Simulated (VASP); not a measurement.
# HgTe (I-4m2) in VASP: further runs

Aim: see how the results for HgTe move with the level of theory and the settings. Levels: PBEsol, BLYP. Tasks: single point.

Everything below comes from runs of VASP 6.6.1. Logs are shortened: lines on timing, memory, paths and dates and some standing lists are left out, and cuts for length are marked.

### 1 The cell of the first run

The structure is tetragonal, space group I-4m2 (No. 119). The conventional cell has a = 6.091 Å, b = 6.091 Å, c = 3.119 Å, α = 90.00°, β = 90.00°, γ = 90.00°. Within 4.1 Å of Hg (site symmetry -4m2) lie 2 Hg at 3.12 Å and 8 Te at 3.14 to 3.84 Å. Within 4.1 Å of Te (site symmetry -4m2) lie 2 Te at 3.12 Å and 8 Hg at 3.14 to 3.84 Å.

### 2 Single point, PBEsol

Input file INCAR:

```
SYSTEM = HgTe
ALGO     = Normal         ! electronic algorithm
EDIFF    = 1E-6           ! SCF threshold, eV
ENCUT    = 500            ! plane-wave cutoff, eV
GGA      = PS             ! functional
GGA_COMPAT= .FALSE.      
ISIF     = 2              ! what is computed and relaxed
ISMEAR   = -1             ! smearing method
LASPH    = .TRUE.         ! aspherical terms in the spheres
LCHARG   = .FALSE.        ! write CHGCAR
LREAL    = .FALSE.        ! projectors in reciprocal space
LWAVE    = .FALSE.        ! write WAVECAR
NBANDS   = 16             ! bands
NELM     = 120            ! most SCF steps
PREC     = Accurate       ! precision mode
SIGMA    = 0.1            ! smearing width, eV
```

Input file KPOINTS:

```
k-points
0
G
  4 4 4
  0 0 0
```

Input file POSCAR:

```
HgTe
1.0
   -3.0456030000      3.0456030000      1.5594100000
    3.0456030000     -3.0456030000      1.5594100000
    3.0456030000      3.0456030000     -1.5594100000
Hg Te
1 1
Direct
    0.2500000000      0.7500000000      0.5000000000
    0.0000000000      0.0000000000      0.0000000000
```

Potentials or basis: VASP PAW PBE potentials, release 64 (Hg, Te).

Run with:

```
> cat potpaw_PBE.64/Hg/POTCAR potpaw_PBE.64/Te/POTCAR > POTCAR
> mpirun -np 1 vasp_std > vasp.out
```

OUTCAR:

```text
SYSTEM = HgTe
   EDIFF = 1E-6
   ENCUT = 500
   GGA = PS
   ISIF = 2
   ISMEAR = -1
   LASPH = .TRUE.
   LREAL = .FALSE.
   NELM = 120
   PREC = Accurate

 ion  position               nearest neighbor table
   1  0.250  0.750  0.500-   2 3.14   2 3.14   2 3.14   2 3.14
   2  0.000  0.000  0.000-   1 3.14   1 3.14   1 3.14   1 3.14

  LATTYP: Found a body centered tetragonal cell.
 ALAT       =     6.0912060000
 C/A-ratio  =     0.5120201156

  Lattice vectors:

 A1 = (  -3.0456030000,   3.0456030000,   1.5594100000)
 A2 = (   3.0456030000,  -3.0456030000,   1.5594100000)
 A3 = (   3.0456030000,   3.0456030000,  -1.5594100000)

Analysis of symmetry for initial positions (statically):
=====================================================================
 Subroutine PRICEL returns:
 Original cell was already a primitive cell.

 Routine SETGRP: Setting up the symmetry group for a
 body centered tetragonal supercell.

 Subroutine GETGRP returns: Found  8 space group operations
 (whereof  8 operations were pure point group operations)
 out of a pool of 16 trial point group operations.

The static configuration has the point symmetry D_2d.

Analysis of symmetry for dynamics (positions and initial velocities):
=====================================================================
 Subroutine PRICEL returns:
 Original cell was already a primitive cell.

 Routine SETGRP: Setting up the symmetry group for a
 body centered tetragonal supercell.

 Subroutine GETGRP returns: Found  8 space group operations
 (whereof  8 operations were pure point group operations)
 out of a pool of 16 trial point group operations.

The dynamic configuration has the point symmetry D_2d.

 Subroutine INISYM returns: Found  8 space group operations
 (whereof  8 operations are pure point group operations),
 and found     1 'primitive' translations

----------------------------------------------------------------------------------------

                                     Primitive cell

  volume of cell :      57.8585

  direct lattice vectors                    reciprocal lattice vectors
    -3.045603000  3.045603000  1.559410000     0.000000000  0.164171102  0.320634086
     3.045603000 -3.045603000  1.559410000     0.164171102  0.000000000  0.320634086
     3.045603000  3.045603000 -1.559410000     0.164171102  0.164171102  0.000000000

  length of vectors
     4.580737366  4.580737366  4.580737366     0.360219888  0.360219888  0.232172999

  position of ions in fractional coordinates (direct lattice)
     0.250000000  0.750000000  0.500000000
[... 67 lines left out ...]
   LREAL  =      F    real-space projection
   EDIFFG = 0.1E-04   stopping-criterion for IOM
   NSW    =      0    number of steps for IOM
   IBRION =     -1    ionic relax: 0-MD 1-quasi-New 2-CG
   NFREE  =      0    steps in history (QN), initial steepest desc. (CG)
   ISIF   =      2    stress and relaxation
   ISYM   =      2    0-nonsym 1-usesym 2-fastsym
   POTIM  = 0.5000    time-step for ionic-motion
   TEBEG  =    0.0;   TEEND  =   0.0 temperature during run
   PSTRESS=    0.0 pullay stress
   NELECT =      18.0000    total number of electrons
   NUPDOWN=      -1.0000    fix difference up-down
   EMIN   =  10.00;   EMAX   =-10.00  energy-range for DOS
   EFERMI =   0.00;   METHOD = LEGACY
   ISMEAR =    -1;   SIGMA  =   0.10  broadening in eV -4-tet -1-fermi 0-gaus
   EFERMI_NEDOS =   21; number of points for ismear=-14 and -15
   IALGO  =     38    algorithm
   IMIX   =      4    mixing-type and parameters
     AMIX     =   0.40;   BMIX     =  1.00
     AMIX_MAG =   1.60;   BMIX_MAG =  1.00
  volume/ion in A,a.u.               =      28.93       195.22
  Fermi-wavevector in a.u.,A,eV,Ry     =   1.109286  2.096246 16.742166  1.230515
  Thomas-Fermi vector in A             =   2.245823
   LORBIT       =      0    0 simple, 1 ext, 2 COOP (PROOUT), +10 PAW based schemes
   GGA     = PS    functional components
   LHFCALC =     F    Hartree Fock is set to
   AEXX    =    0.0000 exact exchange contribution
   IVDW    =     0    specifies the selected vdW correction
   LEPSILON=     F    determine dielectric tensor
   LRPA    =     F    only Hartree local field effects (RPA)
 non-spin polarized calculation
  energy-cutoff  :      500.00
  volume of cell :       57.86
 maximum number of plane-waves:      1501
 NGX is ok and might be reduce to    36
   NGX = 17   NGY = 17   NGZ = 17

 number of electron      18.0000002 magnetization

 Free energy of the ion-electron system (eV)
  ---------------------------------------------------
  ext. energy  EPLUGINS =         0.00000000
  ---------------------------------------------------
  free energy    TOTEN  =        -4.06023833 eV

  energy without entropy =       -4.03623525  energy(sigma->0) =       -4.04823679

 E-fermi :   3.8053     XC(G=0):  -9.9951

 val. band max:        3.4238162858   @ k =   0.5000   0.5000   0.0000
 cond. band min:       3.8649487678   @ k =  -0.2500  -0.2500   0.2500
 fundamental gap:      0.4411324820
 Fermi energy:         3.8053293001

 k-point     1 :       0.0000    0.0000    0.0000
  band No.  band energies     occupation
      1      -8.0892      2.00000
      2      -3.2774      2.00000
      3      -2.5549      2.00000
      4      -2.4761      2.00000
      5      -2.0525      2.00000
      6      -2.0525      2.00000
[... 224 lines left out ...]
      3      -2.2632      2.00000
      4      -2.0224      2.00000
      5      -2.0224      2.00000
      6      -1.9708      2.00000
[... 8 lines left out ...]
     15      17.7400      0.00000
     16      17.7438      0.00000

------------------------ aborting loop because EDIFF is reached ----------------------------------------

  FORCE on cell =-STRESS in cart. coord.  units (eV):
  Direction    XX          YY          ZZ          XY          YZ          ZX
  --------------------------------------------------------------------------------------
  -------------------------------------------------------------------------------------
  Total       -2.6473538     -2.6473538      1.6164951      0.0000000     -0.0000000      0.0000000
  in kB      -73.3087284    -73.3087284     44.7628859      0.0000000     -0.0000000      0.0000000
  external PRESSURE =     -33.9515236 kB  Pullay stress =       0.0000000 kB

 VOLUME and BASIS-vectors are now :
 -----------------------------------------------------------------------------
  energy-cutoff  :      500.00
  volume of cell :       57.86
      direct lattice vectors                 reciprocal lattice vectors
    -3.045603000  3.045603000  1.559410000     0.000000000  0.164171102  0.320634086
     3.045603000 -3.045603000  1.559410000     0.164171102  0.000000000  0.320634086
     3.045603000  3.045603000 -1.559410000     0.164171102  0.164171102  0.000000000

 POSITION                                       TOTAL-FORCE (eV/Angst)
 -----------------------------------------------------------------------------------
      3.04560      0.00000      0.77970         0.000000     -0.000000      0.000000
      0.00000      0.00000      0.00000        -0.000000      0.000000     -0.000000
 -----------------------------------------------------------------------------------
    total drift:                                0.000000     -0.000000      0.000000

  FREE ENERGIE OF THE ION-ELECTRON SYSTEM (eV)
  ---------------------------------------------------
  free  energy   TOTEN  =        -4.0602383341 eV

  energy  without entropy=       -4.0362352532  energy(sigma->0) =       -4.04823679
```

stdout:

```text
POSCAR found type information on POSCAR HgTe
 POSCAR found :  2 types and       2 ions
 scaLAPACK will be used
 -----------------------------------------------------------------------------
|                                                                             |
|                                                                             |
|     You enforced a specific xc type in the INCAR file but a different       |
|     I HOPE YOU KNOW WHAT YOU ARE DOING!                                     |
|                                                                             |
 -----------------------------------------------------------------------------

 LDA part: xc-table for (Slater+PW92), standard interpolation
 POSCAR, INCAR and KPOINTS ok, starting setup
 FFT: planning ... GRIDC
 FFT: planning ... GRID_SOFT
 FFT: planning ... GRID
 WAVECAR not read
 entering main loop
```

Wall time 14 s (1 thread of AMD EPYC 9R14, shared host); peak memory 0.17 GiB.

What came out:

```
Free energy            : -4.0602 eV
Pressure               : -3.4 GPa
Band gap on the k mesh : zero (band 9 reaches 5.73 eV, above the bottom of band 10 at 3.39 eV)
```

Levels at points of the mesh, in eV from the Fermi level:
```
           k point  band 6  band 7  band 8  band 9  band 10  band 11  band 12  band 13
(0.00, 0.00, 0.00)   -5.86   -3.08   -1.93   -1.93     4.12     4.99     7.28     7.28
(0.50, 0.00, 0.00)   -5.81   -3.96   -1.48   -0.61     0.23     3.60     4.24     6.29
(0.50, 0.50, 0.00)   -5.81   -5.71   -0.38    1.93     2.35     3.34     3.97     9.40
(0.50, 0.50, 0.50)   -5.78   -4.05   -3.86   -3.86     3.77     7.84     8.45     8.45
```

Caveat: the k points lie up to 0.57 Å⁻¹ apart; the PAW data sets were made with another functional, which shifts forces and pressure a little; spin-orbit coupling is left out, which moves the levels of the heavy elements.

(Part 1 of 2 ends here.)
